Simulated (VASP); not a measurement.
# Zr18B (a cell with a defect) in VASP: single point with PBE

Aim: the single point of Zr18B (a cell with a defect) with PBE.

Everything below comes from runs of VASP 6.6.1. Logs are shortened: lines on timing, memory, paths and dates and some standing lists are left out, and cuts for length are marked.

### Step 1. The cell of the first run

The cell holds a defect, 19 atoms: a = 7.620 Å, b = 7.620 Å, c = 7.620 Å, α = 79.09°, β = 79.09°, γ = 79.09°.

### Step 2. Single point, PBE

INCAR reads:

```
  PREC = Accurate
  ENCUT = 520
  EDIFF = 1E-7
  ISMEAR = 0
  SIGMA = 0.1
  LREAL = Auto
  LASPH = T
  NELM = 80
  ALGO = Normal
  ISIF = 2
  LWAVE = F
  LCHARG = T
  GGA = PE
  LELF = T
  LVHAR = T
  NBANDS = 124
```

KPOINTS reads:

```
Automatic mesh
0
Gamma
  3 3 3
```

POSCAR reads:

```
Zr18B
1.0
   -4.8517212585      2.8011425747      5.1654655887
    0.0000000000     -5.6022851492      5.1654655887
    4.8517212585      2.8011425746      5.1654655887
Zr B
18 1
Direct
    0.5271996101      0.5258090124      0.1953330592
    0.8664603091      0.1948858703      0.1865115189
    0.1884155268      0.5196731360      0.5292741441
    0.2098618407      0.8652871789      0.2003720127
    0.5261552105      0.1788204253      0.5131796093
    0.8521319026      0.5282583055      0.8614415883
    0.8661109441      0.8533050291      0.5284464509
    0.1875508447      0.1958256505      0.8542544386
    0.5271933985      0.8611918374      0.8603069295
    0.4764569967      0.7516444405      0.5159607088
    0.8109492712      0.4629917899      0.4666840278
    0.1308225792      0.8030791459      0.8128564026
    0.1346759444      0.1367735269      0.4710330666
    0.4615670205      0.4707754041      0.8068154201
    0.7796479117      0.8176907444      0.1522124434
    0.8099698944      0.1325104778      0.7983057865
    0.1304703048      0.4793334162      0.1370457031
    0.4742228850      0.1802596777      0.0890266010
    0.4086020059      0.0016194943      0.3390114457
```

Potentials or basis: VASP PAW PBE potentials, release 64 (Zr_sv, B).

The run is started by

```sh
$ cat potpaw_PBE.64/Zr_sv/POTCAR potpaw_PBE.64/B/POTCAR > POTCAR
$ mpirun -np 1 vasp_std > vasp.out
```

OUTCAR:

```text
PREC = Accurate
   ENCUT = 520
   EDIFF = 1E-7
   ISMEAR = 0
   LREAL = Auto
   LASPH = T
   NELM = 80
   ISIF = 2
   GGA = PE

 ion  position               nearest neighbor table
   1  0.527  0.526  0.195-  18 3.01  15 3.14  10 3.17  11 3.18   4 3.19   6 3.20  14 3.21   5 3.23
                            17 3.23   2 3.25   9 3.25   3 3.26
   2  0.866  0.195  0.187-  15 3.14  11 3.15  17 3.15  13 3.17   8 3.17   6 3.20  16 3.20  18 3.24
                             5 3.24   1 3.25   4 3.27   7 3.32
   3  0.188  0.520  0.529-  10 3.04  11 3.12  13 3.14   8 3.15  14 3.17  17 3.18   7 3.18   6 3.24
                            12 3.25   1 3.26   4 3.28   5 3.29
   4  0.210  0.865  0.200-  19 2.47  13 3.10   1 3.19   9 3.19  17 3.25  12 3.26   7 3.26   2 3.27
                             3 3.28   8 3.29  18 3.31  10 3.32  15 3.46
   5  0.526  0.179  0.513-  19 2.44  13 3.14   9 3.23   1 3.23   7 3.23   2 3.24  11 3.27  16 3.27
                             3 3.29   8 3.30  18 3.33  10 3.34  14 3.35
   6  0.852  0.528  0.861-  12 3.18  17 3.18   9 3.19   7 3.19   2 3.20   1 3.20  14 3.20  11 3.22
                            16 3.23   8 3.24   3 3.24  15 3.32
   7  0.866  0.853  0.528-  15 3.13  16 3.15  12 3.16  13 3.17   3 3.18   6 3.19  11 3.21  10 3.23
                             5 3.23   9 3.26   4 3.26   2 3.32
   8  0.188  0.196  0.854-  18 3.05  16 3.12  13 3.15   3 3.15  14 3.16   2 3.17  12 3.18   6 3.24
                            17 3.25   9 3.27   4 3.29   5 3.30
   9  0.527  0.861  0.860-  10 3.01  15 3.14  16 3.17  18 3.17   6 3.19   4 3.19  14 3.22  12 3.23
                             5 3.23   1 3.25   7 3.26   8 3.27
  10  0.476  0.752  0.516-  19 2.15  14 2.78   9 3.01   3 3.04  11 3.05  12 3.15   1 3.17   7 3.23
                            15 3.28   4 3.32   5 3.34  13 3.55
  11  0.811  0.463  0.467-  10 3.05   3 3.12   2 3.15  17 3.15  13 3.15   1 3.18  16 3.21   7 3.21
                             6 3.22  15 3.26   5 3.27  14 3.35
  12  0.131  0.803  0.813-  17 3.14  10 3.15   7 3.16  16 3.16   6 3.18   8 3.18  14 3.22   9 3.23
                             3 3.25   4 3.26  13 3.28  15 3.35
  13  0.135  0.137  0.471-  19 2.28   4 3.10   5 3.14   3 3.14   8 3.15  11 3.15  16 3.16   7 3.17
                             2 3.17  12 3.28  17 3.28  18 3.52  10 3.55
  14  0.462  0.471  0.807-  10 2.78  18 2.78   8 3.16   3 3.17   6 3.20  17 3.21   1 3.21  12 3.22
                             9 3.22  16 3.33  11 3.35   5 3.35
  15  0.780  0.818  0.152-   7 3.13   2 3.14   9 3.14   1 3.14  16 3.26  11 3.26  10 3.28  18 3.28
                             6 3.32  17 3.35  12 3.35   4 3.46
  16  0.810  0.133  0.798-  18 3.06   8 3.12   7 3.15  12 3.16  13 3.16   9 3.17   2 3.20  11 3.21
                             6 3.23  15 3.26   5 3.27  14 3.33
  17  0.130  0.479  0.137-  12 3.14  18 3.14  11 3.15   2 3.15   3 3.18   6 3.18  14 3.21   1 3.23
                             8 3.25   4 3.25  13 3.28  15 3.35
  18  0.474  0.180  0.089-  19 2.16  14 2.78   1 3.01   8 3.05  16 3.06  17 3.14   9 3.17   2 3.24
                            15 3.28   4 3.31   5 3.33  13 3.52
  19  0.409  0.002  0.339-  10 2.15  18 2.16  13 2.28   5 2.44   4 2.47

  LATTYP: Found a trigonal (rhomboedric) cell.
 ALAT       =     7.6202121783
 COS(alpha) =     0.1892488915

  Lattice vectors:

 A1 = (  -4.8517212585,   2.8011425747,   5.1654655887)
 A2 = (   0.0000000000,  -5.6022851492,   5.1654655887)
 A3 = (   4.8517212585,   2.8011425746,   5.1654655887)

Analysis of symmetry for initial positions (statically):
=====================================================================
 Subroutine PRICEL returns:
 Original cell was already a primitive cell.

 Routine SETGRP: Setting up the symmetry group for a
 trigonal (rhombohedral) supercell.

 Subroutine GETGRP returns: Found  1 space group operations
 (whereof  1 operations were pure point group operations)
 out of a pool of 12 trial point group operations.

The static configuration has the point symmetry C_1 .

Analysis of symmetry for dynamics (positions and initial velocities):
=====================================================================
 Subroutine PRICEL returns:
 Original cell was already a primitive cell.

 Routine SETGRP: Setting up the symmetry group for a
 trigonal (rhombohedral) supercell.

 Subroutine GETGRP returns: Found  1 space group operations
 (whereof  1 operations were pure point group operations)
 out of a pool of 12 trial point group operations.

The dynamic configuration has the point symmetry C_1 .

 Subroutine INISYM returns: Found  1 space group operations
 (whereof  1 operations are pure point group operations),
 and found     1 'primitive' translations

----------------------------------------------------------------------------------------

                                     Primitive cell

  volume of cell :     421.2033

  direct lattice vectors                    reciprocal lattice vectors
    -4.851721258  2.801142575  5.165465589    -0.103056209  0.059499530  0.064531130
     0.000000000 -5.602285149  5.165465589    -0.000000000 -0.118999060  0.064531130
     4.851721258  2.801142575  5.165465589     0.103056209  0.059499530  0.064531130

  length of vectors
     7.620212178  7.620212178  7.620212178     0.135370023  0.135370023  0.135370023

  position of ions in fractional coordinates (direct lattice)
     0.527199610  0.525809012  0.195333059
     0.866460309  0.194885870  0.186511519
     0.188415527  0.519673136  0.529274144
     0.209861841  0.865287179  0.200372013
     0.526155211  0.178820425  0.513179609
     0.852131903  0.528258306  0.861441588
[... 11 lines left out ...]
     0.474222885  0.180259678  0.089026601
     0.408602006  0.001619494  0.339011446

  ion indices of the primitive-cell ions
   primitive index   ion index
                 1           1
                 2           2
                 3           3
                 4           4
                 5           5
                 6           6
[... 11 lines left out ...]
                18          18
                19          19

----------------------------------------------------------------------------------------

 KPOINTS: Automatic mesh

Automatic generation of k-mesh.
 Grid dimensions read from file:
 generate k-points for:    3    3    3

 Generating k-lattice:

  Cartesian coordinates                     Fractional coordinates (reciprocal lattice)
    -0.034352070  0.019833177  0.021510377     0.333333333  0.000000000  0.000000000
    -0.000000000 -0.039666353  0.021510377     0.000000000  0.333333333  0.000000000
     0.034352070  0.019833177  0.021510377     0.000000000  0.000000000  0.333333333

  Length of vectors
     0.045123341  0.045123341  0.045123341

  Shift w.r.t. Gamma in fractional coordinates (k-lattice)
     0.000000000  0.000000000  0.000000000

 Subroutine IBZKPT returns following result:
 ===========================================

 Found     14 irreducible k-points:

 Following reciprocal coordinates:
            Coordinates               Weight
  0.000000  0.000000  0.000000      1.000000
  0.333333 -0.000000  0.000000      2.000000
 -0.000000  0.333333 -0.000000      2.000000
  0.000000 -0.000000  0.333333      2.000000
  0.333333  0.333333  0.000000      2.000000
 -0.333333  0.000000 -0.333333      2.000000
  0.000000  0.333333  0.333333      2.000000
 -0.333333  0.333333 -0.000000      2.000000
  0.333333  0.000000 -0.333333      2.000000
  0.000000 -0.333333  0.333333      2.000000
  0.333333  0.333333  0.333333      2.000000
 -0.333333  0.333333  0.333333      2.000000
  0.333333 -0.333333  0.333333      2.000000
  0.333333  0.333333 -0.333333      2.000000
   k-points           NKPTS =     14   k-points in BZ     NKDIM =     14   number of bands    NBANDS=    124
   number of dos      NEDOS =    301   number of ions     NIONS =     19
   total plane-waves  NPLWV = 216000
   dimension x,y,z NGX =    60 NGY =   60 NGZ =   60
   dimension x,y,z NGXF=   120 NGYF=  120 NGZF=  120
   ions per type =              18   1
   NGX,Y,Z   is equivalent  to a cutoff of  13.09, 13.09, 13.09 a.u.
   NGXF,Y,Z  is equivalent  to a cutoff of  26.18, 26.18, 26.18 a.u.
 SYSTEM =  unknown system
   PREC   = accura    normal or accurate (medium, high low for compatibility)
   ISTART =      0    job   : 0-new  1-cont  2-samecut
   ICHARG =      2    charge: 1-file 2-atom 10-const
   ISPIN  =      1    spin polarized calculation?
   LNONCOLLINEAR =      F non collinear calculations
   LSORBIT =      F    spin-orbit coupling
   LASPH  =      T    aspherical Exc in radial PAW
   ENCUT  =  520.0 eV  38.22 Ry    6.18 a.u.  14.17 14.17 14.17*2*pi/ulx,y,z
   NELM   =     80;   NELMIN=  2; NELMDL= -5     # of ELM steps
   EDIFF  = 0.1E-06   stopping-criterion for ELM
   LREAL  =      T    real-space projection
   EDIFFG = 0.1E-05   stopping-criterion for IOM
   NSW    =      0    number of steps for IOM
   IBRION =     -1    ionic relax: 0-MD 1-quasi-New 2-CG
   NFREE  =      0    steps in history (QN), initial steepest desc. (CG)
   ISIF   =      2    stress and relaxation
   ISYM   =      2    0-nonsym 1-usesym 2-fastsym
   POTIM  = 0.5000    time-step for ionic-motion
   TEBEG  =    0.0;   TEEND  =   0.0 temperature during run
   PSTRESS=    0.0 pullay stress
   NELECT =     219.0000    total number of electrons
   NUPDOWN=      -1.0000    fix difference up-down
   EMIN   =  10.00;   EMAX   =-10.00  energy-range for DOS
   EFERMI =   0.00;   METHOD = LEGACY
   ISMEAR =     0;   SIGMA  =   0.10  broadening in eV -4-tet -1-fermi 0-gaus
   EFERMI_NEDOS =   21; number of points for ismear=-14 and -15
   IALGO  =     38    algorithm
   IMIX   =      4    mixing-type and parameters
     AMIX     =   0.40;   BMIX     =  1.00
     AMIX_MAG =   1.60;   BMIX_MAG =  1.00
  volume/ion in A,a.u.               =      22.17       149.60
  Fermi-wavevector in a.u.,A,eV,Ry     =   1.316413  2.487661 23.578136  1.732944
  Thomas-Fermi vector in A             =   2.446527
   LORBIT       =      0    0 simple, 1 ext, 2 COOP (PROOUT), +10 PAW based schemes
   GGA     = PE    functional components
   LHFCALC =     F    Hartree Fock is set to
   AEXX    =    0.0000 exact exchange contribution
   IVDW    =     0    specifies the selected vdW correction
   LEPSILON=     F    determine dielectric tensor
   LRPA    =     F    only Hartree local field effects (RPA)
 non-spin polarized calculation
 Gauss-broadening in eV      SIGMA  =   0.10
  energy-cutoff  :      520.00
  volume of cell :      421.20
 maximum number of plane-waves:     11368
 NGX is ok and might be reduce to    60
   NGX = 29   NGY = 29   NGZ = 29

 number of electron     219.0000000 magnetization

 Free energy of the ion-electron system (eV)
  ---------------------------------------------------
  ext. energy  EPLUGINS =         0.00000000
  ---------------------------------------------------
  free energy    TOTEN  =      -158.59382370 eV

  energy without entropy =     -158.47455395  energy(sigma->0) =     -158.53418882

 E-fermi :   8.9451     XC(G=0): -11.1350

 val. band max:        8.9428870419   @ k =   0.0000  -0.3333   0.3333
 cond. band min:       8.9553850583   @ k =   0.3333  -0.0000   0.0000
 fundamental gap:      0.0124980164
 Fermi energy:         8.9450755719

 k-point     1 :       0.0000    0.0000    0.0000
  band No.  band energies     occupation
      1     -39.8646      2.00000
      2     -39.7858      2.00000
      3     -39.7552      2.00000
      4     -39.7388      2.00000
      5     -39.6990      2.00000
      6     -39.6858      2.00000
[... 1725 lines left out ...]
    120       9.7326      0.00000
    121       9.8160      0.00000
 [bands above 121 left out]

------------------------ aborting loop because EDIFF is reached ----------------------------------------

  FORCE on cell =-STRESS in cart. coord.  units (eV):
  Direction    XX          YY          ZZ          XY          YZ          ZX
  --------------------------------------------------------------------------------------
  -------------------------------------------------------------------------------------
  Total        5.0079135     11.4642974      5.1286423      5.7386040     -0.1090843      0.1584213
  in kB       19.0491509     43.6080078     19.5083804     21.8285587     -0.4149359      0.6026047
  external PRESSURE =      27.3885130 kB  Pullay stress =       0.0000000 kB

 VOLUME and BASIS-vectors are now :
 -----------------------------------------------------------------------------
  energy-cutoff  :      520.00
  volume of cell :      421.20
      direct lattice vectors                 reciprocal lattice vectors
    -4.851721258  2.801142575  5.165465589    -0.103056209  0.059499530  0.064531130
     0.000000000 -5.602285149  5.165465589    -0.000000000 -0.118999060  0.064531130
     4.851721258  2.801142575  5.165465589     0.103056209  0.059499530  0.064531130

 POSITION                                       TOTAL-FORCE (eV/Angst)
 -----------------------------------------------------------------------------------
     -1.61012     -0.92181      6.44827         0.030179      0.009043      0.019259
     -3.29892      1.85772      6.44577        -0.016973     -0.000656      0.009283
      1.65375     -0.90101      6.39155         0.019810      0.029690     -0.028500
     -0.04604     -3.69846      6.58866        -0.032469      0.018793     -0.009412
     -0.06295      1.90952      6.29234        -0.034704      0.025038     -0.006456
      0.04517      1.84051     11.58010         0.046632     -0.021017      0.016417
[... 11 lines left out ...]
     -1.86886      0.56788      3.84057        -0.017907     -0.181764      0.008102
     -0.33763      2.08510      3.87014        -0.265675      0.126267     -0.011865
 -----------------------------------------------------------------------------------
    total drift:                               -0.001785      0.002489     -0.001469

  FREE ENERGIE OF THE ION-ELECTRON SYSTEM (eV)
  ---------------------------------------------------
  free  energy   TOTEN  =      -158.5938236955 eV

  energy  without entropy=     -158.4745539536  energy(sigma->0) =     -158.53418882
```

Wall time 31 min (1 thread of Intel Xeon 8259CL, shared host); peak memory 0.77 GiB.

What came out:

- Free energy: -158.5938 eV
- Pressure: 2.7 GPa
- Largest force: 0.294 eV/Å
- Band gap on the k mesh: zero (an odd number of electrons rules out a gap without spin polarisation)

Forces on the atoms (eV/Å):
```
Zr   0.030  0.009  0.019
Zr  -0.017 -0.001  0.009
Zr   0.020  0.030 -0.029
Zr  -0.032  0.019 -0.009
Zr  -0.035  0.025 -0.006
Zr   0.047 -0.021  0.016
Zr  -0.004  0.025  0.005
Zr  -0.018 -0.024 -0.032
Zr   0.010 -0.029  0.013
Zr   0.168  0.067  0.002
Zr  -0.015  0.028 -0.002
Zr   0.075  0.003  0.000
Zr  -0.148  0.099  0.018
Zr   0.036 -0.030 -0.009
Zr   0.164 -0.094  0.013
Zr  -0.035  0.001 -0.003
Zr   0.037 -0.051 -0.002
Zr  -0.018 -0.182  0.008
B   -0.266  0.126 -0.012
```
